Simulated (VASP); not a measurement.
# Nb (Im-3m) in VASP: a series of runs

Nb is run at these levels: PBE, LDA; tasks: electric field gradients.

Everything below comes from runs of VASP 6.6.1. Logs are shortened: lines on timing, memory, paths and dates and some standing lists are left out, and cuts for length are marked.

## 1. The cell of the first run

The structure is cubic, space group Im-3m (No. 229). Conventional cell: a = 3.382 Å, b = 3.382 Å, c = 3.382 Å, α = 90.00°, β = 90.00°, γ = 90.00°. Within 3.9 Å of Nb (site symmetry m-3m) lie 14 Nb at 2.93 to 3.38 Å.

## 2. Electric field gradients, PBE (volume scaled by 1.05)

Input file INCAR:

```
SYSTEM = Nb
PREC = Accurate
ENCUT = 520
EDIFF = 1E-8
ISMEAR = -1
SIGMA = 0.03
LREAL = .False.
LASPH = .True.
NELM = 80
ALGO = Normal
ISIF = 2
LWAVE = .False.
LCHARG = .False.
GGA = PE
LEFG = .True.
NBANDS = 12
```

Input file KPOINTS:

```
regular mesh
0
Gamma
  15 15 15
  0 0 0
```

Input file POSCAR:

```
Nb
1.0
   -1.6912327179      1.6912327179      1.6912327179
    1.6912327179     -1.6912327179      1.6912327179
    1.6912327179      1.6912327179     -1.6912327179
Nb
1
Direct
    0.0000000000      0.0000000000      0.0000000000
```

Potentials or basis: VASP PAW PBE potentials, release 64 (Nb_sv).

On the command line:

```
$ cat potpaw_PBE.64/Nb_sv/POTCAR > POTCAR
$ mpirun -np 1 vasp_std > vasp.out
```

OUTCAR:

```text
SYSTEM = Nb
   PREC = Accurate
   ENCUT = 520
   EDIFF = 1E-8
   ISMEAR = -1
   LREAL = .False.
   LASPH = .True.
   NELM = 80
   ISIF = 2
   GGA = PE

 ion  position               nearest neighbor table
   1  0.000  0.000  0.000-

  LATTYP: Found a body centered cubic cell.
 ALAT       =     3.3824654358

  Lattice vectors:

 A1 = (  -1.6912327179,   1.6912327179,   1.6912327179)
 A2 = (   1.6912327179,  -1.6912327179,   1.6912327179)
 A3 = (   1.6912327179,   1.6912327179,  -1.6912327179)

Analysis of symmetry for initial positions (statically):
=====================================================================
 Subroutine PRICEL returns:
 Original cell was already a primitive cell.

 Routine SETGRP: Setting up the symmetry group for a
 body centered cubic supercell.

 Subroutine GETGRP returns: Found 48 space group operations
 (whereof 48 operations were pure point group operations)
 out of a pool of 48 trial point group operations.

The static configuration has the point symmetry O_h .

Analysis of symmetry for dynamics (positions and initial velocities):
=====================================================================
 Subroutine PRICEL returns:
 Original cell was already a primitive cell.

 Routine SETGRP: Setting up the symmetry group for a
 body centered cubic supercell.

 Subroutine GETGRP returns: Found 48 space group operations
 (whereof 48 operations were pure point group operations)
 out of a pool of 48 trial point group operations.

The dynamic configuration has the point symmetry O_h .

 Subroutine INISYM returns: Found 48 space group operations
 (whereof 48 operations are pure point group operations),
 and found     1 'primitive' translations

----------------------------------------------------------------------------------------

                                     Primitive cell

  volume of cell :      19.3495

  direct lattice vectors                    reciprocal lattice vectors
    -1.691232718  1.691232718  1.691232718     0.000000000  0.295642341  0.295642341
     1.691232718 -1.691232718  1.691232718     0.295642341  0.000000000  0.295642341
     1.691232718  1.691232718 -1.691232718     0.295642341  0.295642341  0.000000000

  length of vectors
     2.929300995  2.929300995  2.929300995     0.418101408  0.418101408  0.418101408

  position of ions in fractional coordinates (direct lattice)
     0.000000000  0.000000000  0.000000000

  ion indices of the primitive-cell ions
   primitive index   ion index
                 1           1

----------------------------------------------------------------------------------------

 KPOINTS: regular mesh

Automatic generation of k-mesh.
 Grid dimensions read from file:
 generate k-points for:   15   15   15

 Generating k-lattice:

  Cartesian coordinates                     Fractional coordinates (reciprocal lattice)
     0.000000000  0.019709489  0.019709489     0.066666667  0.000000000  0.000000000
     0.019709489  0.000000000  0.019709489     0.000000000  0.066666667  0.000000000
     0.019709489  0.019709489  0.000000000     0.000000000  0.000000000  0.066666667

  Length of vectors
     0.027873427  0.027873427  0.027873427

  Shift w.r.t. Gamma in fractional coordinates (k-lattice)
     0.000000000  0.000000000  0.000000000

 Subroutine IBZKPT returns following result:
 ===========================================

 Found    120 irreducible k-points:

 Following reciprocal coordinates:
            Coordinates               Weight
  0.000000  0.000000  0.000000      1.000000
  0.066667  0.000000  0.000000     12.000000
  0.133333  0.000000  0.000000     12.000000
  0.200000  0.000000  0.000000     12.000000
  0.266667  0.000000  0.000000     12.000000
  0.333333  0.000000  0.000000     12.000000
[... 16 lines left out ...]
  0.333333  0.200000 -0.000000     48.000000
  0.400000  0.200000  0.000000     24.000000
 [... further k-points ...]
   k-points           NKPTS =    120   k-points in BZ     NKDIM =    120   number of bands    NBANDS=     12
   number of dos      NEDOS =    301   number of ions     NIONS =      1
   total plane-waves  NPLWV =  13824
   dimension x,y,z NGX =    24 NGY =   24 NGZ =   24
   dimension x,y,z NGXF=    48 NGYF=   48 NGZF=   48
   ions per type =               1
   NGX,Y,Z   is equivalent  to a cutoff of  13.62, 13.62, 13.62 a.u.
   NGXF,Y,Z  is equivalent  to a cutoff of  27.24, 27.24, 27.24 a.u.
 SYSTEM =  Nb
   PREC   = accura    normal or accurate (medium, high low for compatibility)
   ISTART =      0    job   : 0-new  1-cont  2-samecut
   ICHARG =      2    charge: 1-file 2-atom 10-const
   ISPIN  =      1    spin polarized calculation?
   LNONCOLLINEAR =      F non collinear calculations
   LSORBIT =      F    spin-orbit coupling
   LASPH  =      T    aspherical Exc in radial PAW
   ENCUT  =  520.0 eV  38.22 Ry    6.18 a.u.   5.45  5.45  5.45*2*pi/ulx,y,z
   NELM   =     80;   NELMIN=  2; NELMDL= -5     # of ELM steps
   EDIFF  = 0.1E-07   stopping-criterion for ELM
   LREAL  =      F    real-space projection
   EDIFFG = 0.1E-06   stopping-criterion for IOM
   NSW    =      0    number of steps for IOM
   IBRION =     -1    ionic relax: 0-MD 1-quasi-New 2-CG
   NFREE  =      0    steps in history (QN), initial steepest desc. (CG)
   ISIF   =      2    stress and relaxation
   ISYM   =      2    0-nonsym 1-usesym 2-fastsym
   POTIM  = 0.5000    time-step for ionic-motion
   TEBEG  =    0.0;   TEEND  =   0.0 temperature during run
   PSTRESS=    0.0 pullay stress
   NELECT =      13.0000    total number of electrons
   NUPDOWN=      -1.0000    fix difference up-down
   EMIN   =  10.00;   EMAX   =-10.00  energy-range for DOS
   EFERMI =   0.00;   METHOD = LEGACY
   ISMEAR =    -1;   SIGMA  =   0.03  broadening in eV -4-tet -1-fermi 0-gaus
   EFERMI_NEDOS =   21; number of points for ismear=-14 and -15
   IALGO  =     38    algorithm
   IMIX   =      4    mixing-type and parameters
     AMIX     =   0.40;   BMIX     =  1.00
     AMIX_MAG =   1.60;   BMIX_MAG =  1.00
  volume/ion in A,a.u.               =      19.35       130.58
  Fermi-wavevector in a.u.,A,eV,Ry     =   1.433835  2.709556 27.971993  2.055883
  Thomas-Fermi vector in A             =   2.553310
   LORBIT       =      0    0 simple, 1 ext, 2 COOP (PROOUT), +10 PAW based schemes
   GGA     = PE    functional components
   LHFCALC =     F    Hartree Fock is set to
   AEXX    =    0.0000 exact exchange contribution
   IVDW    =     0    specifies the selected vdW correction
   LEPSILON=     F    determine dielectric tensor
   LRPA    =     F    only Hartree local field effects (RPA)
 non-spin polarized calculation
  energy-cutoff  :      520.00
  volume of cell :       19.35
 maximum number of plane-waves:       539
 NGX is ok and might be reduce to    24
   NGX = 11   NGY = 11   NGZ = 11

 number of electron      13.0000000 magnetization

 Free energy of the ion-electron system (eV)
  ---------------------------------------------------
  ext. energy  EPLUGINS =         0.00000000
  ---------------------------------------------------
  free energy    TOTEN  =       -10.17763007 eV

  energy without entropy =      -10.17197810  energy(sigma->0) =      -10.17480409

 E-fermi :  10.2247     XC(G=0): -12.1353

 val. band max:       10.2243240395   @ k =   0.1333   0.0667   0.0000
 cond. band min:      10.2294493928   @ k =  -0.4667   0.4667   0.2000
 fundamental gap:      0.0051253533
 Fermi energy:        10.2246842568

 k-point     1 :       0.0000    0.0000    0.0000
  band No.  band energies     occupation
      1     -44.2713      2.00000
      2     -19.7043      2.00000
      3     -19.7043      2.00000
      4     -19.7043      2.00000
      5       4.4078      2.00000
      6      10.5846      0.00001
      7      10.5846      0.00001
      8      10.5846      0.00001
      9      13.2627      0.00000
     10      13.2627      0.00000
     11      24.2215      0.00000
     12      24.2215      0.00000

 k-point     2 :       0.0667    0.0000    0.0000
  band No.  band energies     occupation
      1     -44.2635      2.00000
      2     -19.7542      2.00000
      3     -19.7197      2.00000
      4     -19.7047      2.00000
      5       4.5770      2.00000
      6      10.4835      0.00036
      7      10.5605      0.00003
      8      10.7443      0.00000
      9      13.1125      0.00000
     10      13.2641      0.00000
     11      24.3527      0.00000
     12      24.5140      0.00000

 k-point     3 :       0.1333    0.0000    0.0000
  band No.  band energies     occupation
      1     -44.2414      2.00000
      2     -19.8934      2.00000
      3     -19.7631      2.00000
      4     -19.7056      2.00000
      5       5.0554      2.00000
      6      10.2122      1.20457
      7      10.4496      0.00111
      8      11.2147      0.00000
      9      12.8326      0.00000
     10      13.2791      0.00000
     11      24.6232      0.00000
     12      25.3510      0.00000

 k-point     4 :       0.2000    0.0000    0.0000
  band No.  band energies     occupation
      1     -44.2087      2.00000
      2     -20.0941      2.00000
      3     -19.8262      2.00000
      4     -19.7069      2.00000
      5       5.7423      2.00000
      6       9.8460      1.99999
      7      10.2326      0.86888
      8      11.9687      0.00000
      9      12.7151      0.00000
     10      13.3300      0.00000
     11      24.6147      0.00000
     12      25.7555      0.00000

 k-point     5 :       0.2667    0.0000    0.0000
  band No.  band energies     occupation
      1     -44.1709      2.00000
      2     -20.3185      2.00000
      3     -19.8979      2.00000
      4     -19.7085      2.00000
      5       6.4218      2.00000
      6       9.4648      2.00000
      7      10.1289      1.92125
      8      12.8321      0.00000
      9      12.9550      0.00000
     10      13.4342      0.00000
     11      23.9608      0.00000
     12      25.0166      0.00000
[... 228 lines left out ...]
      1     -44.1258      2.00000
      2     -20.4887      2.00000
      3     -19.9995      2.00000
      4     -19.7905      2.00000
      5       7.4306      2.00000
      6       9.1769      2.00000
      7       9.6232      2.00000
      8      12.5988      0.00000
      9      13.8724      0.00000
     10      14.8806      0.00000
     11      23.1978      0.00000
     12      24.6381      0.00000

 k-point    22 :       0.2667    0.2000    0.0000
  band No.  band energies     occupation
      1     -44.0988      2.00000
      2     -20.5820      2.00000
      3     -20.0982      2.00000
      4     -19.8052      2.00000
      5       7.7185      2.00000
      6       9.0030      2.00000
      7       9.8551      1.99999
      8      12.8338      0.00000
      9      13.9473      0.00000
     10      16.2051      0.00000
     11      21.9886      0.00000
     12      23.7000      0.00000

 k-point    23 :       0.3333    0.2000   -0.0000
  band No.  band energies     occupation
      1     -44.0804      2.00000
      2     -20.6367      2.00000
      3     -20.1758      2.00000
      4     -19.8123      2.00000
      5       7.7122      2.00000
      6       8.9459      2.00000
      7      10.2447      0.67897
      8      13.0663      0.00000
      9      14.0451      0.00000
     10      17.3992      0.00000
     11      20.7883      0.00000
     12      22.7923      0.00000

 k-point    24 :       0.4000    0.2000    0.0000
  band No.  band energies     occupation
      1     -44.0739      2.00000
      2     -20.6543      2.00000
      3     -20.2052      2.00000
      4     -19.8144      2.00000
      5       7.6785      2.00000
      6       8.9316      2.00000
      7      10.4288      0.00222
      8      13.1342      0.00000
      9      14.1449      0.00000
     10      17.9671      0.00000
     11      20.2166      0.00000
     12      22.3980      0.00000

 [... further k-points ...]
[... 5 lines left out ...]
  --------------------------------------------------------------------------------------
  -------------------------------------------------------------------------------------
  Total       -1.1992705     -1.1992705     -1.1992705      0.0000000     -0.0000000      0.0000000
  in kB      -99.3019129    -99.3019129    -99.3019129      0.0000000     -0.0000000      0.0000000
  external PRESSURE =     -99.3019129 kB  Pullay stress =       0.0000000 kB

 VOLUME and BASIS-vectors are now :
 -----------------------------------------------------------------------------
  energy-cutoff  :      520.00
  volume of cell :       19.35
      direct lattice vectors                 reciprocal lattice vectors
    -1.691232718  1.691232718  1.691232718     0.000000000  0.295642341  0.295642341
     1.691232718 -1.691232718  1.691232718     0.295642341  0.000000000  0.295642341
     1.691232718  1.691232718 -1.691232718     0.295642341  0.295642341  0.000000000

 POSITION                                       TOTAL-FORCE (eV/Angst)
 -----------------------------------------------------------------------------------
      0.00000      0.00000      0.00000        -0.000000      0.000000     -0.000000
 -----------------------------------------------------------------------------------
    total drift:                                0.000000      0.000000     -0.000000

  FREE ENERGIE OF THE ION-ELECTRON SYSTEM (eV)
  ---------------------------------------------------
  free  energy   TOTEN  =       -10.1776300721 eV

  energy  without entropy=      -10.1719781025  energy(sigma->0) =      -10.17480409

 Electric field gradients (V/A^2)
---------------------------------------------------------------------
 ion       V_xx      V_yy      V_zz      V_xy      V_xz      V_yz
---------------------------------------------------------------------
   1      -0.000    -0.000    -0.000     0.000     0.000     0.000
---------------------------------------------------------------------

 Electric field gradients after diagonalization (V/A^2)
 (convention: |V_zz| > |V_xx| > |V_yy|)
----------------------------------------------------------------------
 ion       V_xx      V_yy      V_zz     asymmetry (V_yy - V_xx)/ V_zz
----------------------------------------------------------------------
   1      -0.000    -0.000     0.000       0.000
----------------------------------------------------------------------

           NMR quadrupolar parameters

 Cq : quadrupolar parameter    Cq=e*Q*V_zz/h
 eta: asymmetry parameters     (V_yy - V_xx)/ V_zz
 Q  : nuclear electric quadrupole moment in mb (millibarn)
----------------------------------------------------------------------
 ion       Cq(MHz)       eta       Q (mb)
----------------------------------------------------------------------
   1       0.000       0.000       1.000
----------------------------------------------------------------------
```

Wall time 28 s (1 thread of Intel Xeon Platinum 8259CL at 2.50GHz (Skylake/Cascade Lake), shared host); peak memory 0.15 GiB.

What came out:

```yaml
Free_energy: -10.1776 eV
Pressure: -9.9 GPa
```

Levels at points of the mesh, in eV from the Fermi level:
| k point | band 3 | band 4 | band 5 | band 6 | band 7 | band 8 | band 9 | band 10 |
| --- | --- | --- | --- | --- | --- | --- | --- | --- |
| (0.00, 0.00, 0.00) | -29.93 | -29.93 | -5.82 | 0.36 | 0.36 | 0.36 | 3.04 | 3.04 |

Caveat: the cell differs from its parent crystal (volume scaled by 1.05); without QUAD_EFG the Cq values of the log hold for a quadrupole moment of 1 mb, not for the nuclei.

## 3. Electric field gradients, LDA

This run uses another cell than the first one, of 18.43 Å³/atom, 0.952 times its volume.

Input file INCAR:

```
PREC = Accurate
ENCUT = 520
EDIFF = 1E-8
ISMEAR = -1
SIGMA = 0.03
LREAL = False
LASPH = True
NELM = 80
ALGO = Normal
ISIF = 2
LWAVE = False
LCHARG = False
LEFG = True
NBANDS = 12
```

Input file KPOINTS:

```
regular mesh
0
Gamma
  15 15 15
```

Input file POSCAR:

```
Nb
1.0
   -1.6639500000      1.6639500000      1.6639500000
    1.6639500000     -1.6639500000      1.6639500000
    1.6639500000      1.6639500000     -1.6639500000
Nb
1
Direct
    0.0000000000      0.0000000000      0.0000000000
```

Potentials or basis: VASP PAW LDA potentials, release 64 (Nb_sv).

On the command line:

```
$ cat potpaw_LDA.64/Nb_sv/POTCAR > POTCAR
$ mpirun -np 1 vasp_std > vasp.out
```

OUTCAR:

```text
PREC = Accurate
   ENCUT = 520
   EDIFF = 1E-8
   ISMEAR = -1
   LREAL = False
   LASPH = True
   NELM = 80
   ISIF = 2

 ion  position               nearest neighbor table
   1  0.000  0.000  0.000-

  LATTYP: Found a body centered cubic cell.
 ALAT       =     3.3279000000

  Lattice vectors:

 A1 = (  -1.6639500000,   1.6639500000,   1.6639500000)
[... 566 lines left out ...]
 -----------------------------------------------------------------------------------
    total drift:                                0.000000      0.000000     -0.000000

  FREE ENERGIE OF THE ION-ELECTRON SYSTEM (eV)
  ---------------------------------------------------
  free  energy   TOTEN  =       -11.2043292794 eV

  energy  without entropy=      -11.1991798909  energy(sigma->0) =      -11.20175459

 Electric field gradients (V/A^2)
---------------------------------------------------------------------
 ion       V_xx      V_yy      V_zz      V_xy      V_xz      V_yz
---------------------------------------------------------------------
   1       0.000    -0.000    -0.000    -0.000    -0.000    -0.000
---------------------------------------------------------------------

 Electric field gradients after diagonalization (V/A^2)
 (convention: |V_zz| > |V_xx| > |V_yy|)
----------------------------------------------------------------------
 ion       V_xx      V_yy      V_zz     asymmetry (V_yy - V_xx)/ V_zz
----------------------------------------------------------------------
   1       0.000     0.000    -0.000       0.000
----------------------------------------------------------------------

           NMR quadrupolar parameters

 Cq : quadrupolar parameter    Cq=e*Q*V_zz/h
 eta: asymmetry parameters     (V_yy - V_xx)/ V_zz
 Q  : nuclear electric quadrupole moment in mb (millibarn)
----------------------------------------------------------------------
 ion       Cq(MHz)       eta       Q (mb)
----------------------------------------------------------------------
   1      -0.000       0.000       1.000
----------------------------------------------------------------------
```

OSZICAR:

```text
N       E                     dE             d eps       ncg     rms          rms(c)
DAV:   1     0.121166851706E+03    0.12117E+03   -0.71601E+03  2896   0.108E+03
DAV:   2    -0.625889395967E+01   -0.12743E+03   -0.12262E+03  3140   0.408E+02
DAV:   3    -0.113837416721E+02   -0.51248E+01   -0.48391E+01  4344   0.735E+01
DAV:   4    -0.116852730362E+02   -0.30153E+00   -0.29911E+00  4088   0.149E+01
DAV:   5    -0.116984293605E+02   -0.13156E-01   -0.13152E-01  4388   0.273E+00    0.684E+00
DAV:   6    -0.112565067922E+02    0.44192E+00   -0.64101E-01  4696   0.104E+01    0.235E+00
DAV:   7    -0.112019714993E+02    0.54535E-01   -0.17054E-01  4772   0.517E+00    0.878E-01
DAV:   8    -0.112042886474E+02   -0.23171E-02   -0.10818E-02  3580   0.133E+00    0.580E-02
DAV:   9    -0.112043251053E+02   -0.36458E-04   -0.88537E-04  4920   0.318E-01    0.287E-02
DAV:  10    -0.112043315936E+02   -0.64884E-05   -0.11215E-05  3632   0.398E-02    0.151E-02
DAV:  11    -0.112043293509E+02    0.22428E-05   -0.58035E-06  3832   0.410E-02    0.297E-03
DAV:  12    -0.112043292892E+02    0.61680E-07   -0.27224E-07  4504   0.736E-03    0.771E-04
DAV:  13    -0.112043292794E+02    0.97573E-08   -0.10641E-08  2840   0.184E-03
   1 F= -.11204329E+02 E0= -.11201755E+02  d E =-.514939E-02
```

stdout:

```text
POSCAR found type information on POSCAR Nb
 POSCAR found :  1 types and       1 ions
 scaLAPACK will be used
 LDA part: xc-table for (Slater(with rela. corr.)+CA(PZ))
 , standard interpolation
 POSCAR, INCAR and KPOINTS ok, starting setup
 FFT: planning ... GRIDC
 FFT: planning ... GRID_SOFT
 FFT: planning ... GRID
 WAVECAR not read
 entering main loop
ion   1
```

Run time: 34 s. Hardware: 1 thread of Intel Xeon 8259CL, shared host; peak memory 0.15 GiB.

What came out:

* Free energy: -11.2043 eV
* Pressure: -12.2 GPa

Levels at points of the mesh, in eV from the Fermi level:
| k point | band 4 | band 5 | band 6 | band 7 | band 8 | band 9 |
| --- | --- | --- | --- | --- | --- | --- |
| (0.00, 0.00, 0.00) | -29.60 | -5.89 | 0.34 | 0.34 | 0.34 | 3.16 |

Caveat: without QUAD_EFG the Cq values of the log hold for a quadrupole moment of 1 mb, not for the nuclei.
